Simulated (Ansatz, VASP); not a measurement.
MgO in VASP and in Ansatz

The input INCAR:

```
  PREC = Accurate
  ENCUT = 600
  EDIFF = 1E-6
  ISMEAR = -4
  SIGMA = 0.05
  LREAL = F
  LASPH = T
  NELM = 120
  ALGO = Normal
  ISIF = 2
  LWAVE = F
  LCHARG = F
  GGA = PS
  NBANDS = 11
  GGA_COMPAT = F
```

Contents of KPOINTS:

```
regular mesh
0
Gamma
  10 10 10
```

POSCAR

```
MgO
1.0
    0.0000000000      2.1075959641      2.1075959641
    2.1075959641      0.0000000000      2.1075959641
    2.1075959641      2.1075959641      0.0000000000
Mg O
1 1
Direct
    0.0189270304      0.0189270304     -0.0189270304
    0.4712468609      0.4712468609      0.5287531391
```

Input for Ansatz:

```yaml
crystal:
  lattice:
    - [0.0, 2.1075959641, 2.1075959641]
    - [2.1075959641, 0.0, 2.1075959641]
    - [2.1075959641, 2.1075959641, 0.0]
  atoms:
    - { symbol: Mg, position: [0.0189270304, 0.0189270304, -0.0189270304] }
    - { symbol: O, position: [0.4712468609, 0.4712468609, 0.5287531391] }
kpoints:
  mp_grid: { grid: [10, 10, 10] }
hamiltonian:
  xc: pbesol
  pseudopotentials: { kind: paw, azcp: { folder: soft_1 } }
scf:
  occupations: { method: tetrahedron_uncorrected }
output:
  forces: true
  eigenvalues: true
  stress: true
```

Alike in both runs: task single point; functional PBEsol; k mesh 10 × 10 × 10; no spin polarisation.

|  | VASP | Ansatz |
| --- | --- | --- |
| version | VASP 6.6.1 | Ansatz 0.2.0 |
| potentials or method | VASP PAW PBE potentials, release 64 (Mg, O) | scalar-relativistic, plane waves, PAW |
| plane-wave cutoff (eV) | 600 | 420 |
| occupations | tetrahedron | tetrahedron-uncorrected |
| valence electrons in the cell | 8 | 16 |

Ansatz gave:

- gap on the k mesh at the Fermi level (eV): 4.61
- pressure (GPa): 4.0
- traceless stress, the component that is largest in VASP (GPa): 9.88
- rms of the force components (eV/Å): 0.801

Task: Estimate VASP's values.

Result: gap on the k mesh at the Fermi level (eV): 4.60; pressure (GPa): 3.5; traceless stress, the component that is largest in VASP (GPa): 10.07; rms of the force components (eV/Å): 0.812.

VASP's potentials were made for PBE, not for PBEsol, and Ansatz warns of the same on its side. Atom by atom the forces differ by 0.012 eV/Å (rms over components). VASP's potentials hold 8 valence electrons a cell and Ansatz's 16, so a difference there can come from the potentials and not from the codes. Ansatz's warnings: band table not solved further.
